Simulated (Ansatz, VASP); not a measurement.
## CaO: VASP beside Ansatz

```
CELL_PARAMETERS angstrom
0.00000 2.39744 2.39744
2.39744 0.00000 2.39744
2.39744 2.39744 0.00000
ATOMIC_POSITIONS crystal
Ca 0.00000 0.00000 0.00000
O 0.50000 0.50000 0.50000
```

Alike in both runs: functional r2SCAN; k mesh 18 × 18 × 18; occupations fermi-dirac, width 0.08 eV; no spin polarisation.

Ansatz relaxed the structure, and its values are those at the end. VASP's run is a single point on that final structure, the one shown.

|  | VASP | Ansatz |
| --- | --- | --- |
| version | VASP 6.6.1 | Ansatz 0.2.0 |
| potentials or method | VASP PAW PBE potentials, release 64 (Ca_sv, O_h) | PAW with Ansatz's default frozen-core files, scalar-relativistic |
| plane-wave cutoff (eV) | 910 | 500 |
| valence electrons in the cell | 16 | 16 |

```csv
,VASP,Ansatz,Ansatz less VASP
gap on the k mesh at the Fermi level (eV),4.19,4.20,+0.008
```

VASP's potentials were made for PBE, not for r2SCAN. The functional is the same, so the differences come from potentials, cutoffs and numerics.

Noted on VASP's run: the cutoff is short for stress, so the pressure is rough.
